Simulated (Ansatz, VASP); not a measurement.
**C in VASP and in Ansatz**

```
CELL_PARAMETERS angstrom
0.00000 1.78632 1.78632
1.78632 0.00000 1.78632
1.78632 1.78632 0.00000
ATOMIC_POSITIONS crystal
C 0.87500 0.87500 0.87500
C 0.12500 0.12500 0.12500
```

Alike in both runs: task relaxation of cell and atoms; functional PBEsol; k mesh 16 × 16 × 16; occupations fermi-dirac, width 0.02 eV; no spin polarisation.

```csv
,VASP,Ansatz
version,VASP 6.6.1,Ansatz 0.2.0
potentials or method,"VASP PAW PBE potentials, release 64 (C)","PAW with Ansatz's default frozen-core files, scalar-relativistic"
plane-wave cutoff (eV),600,420
valence electrons in the cell,8,8
```

```tsv
	VASP	Ansatz	Ansatz less VASP
relaxed volume (Å³/atom)	5.62	5.61	-0.005
relaxed cell length with the largest relative difference (Å)	2.514	2.513	-0.0008
```

VASP's potentials were made for PBE, not for PBEsol.
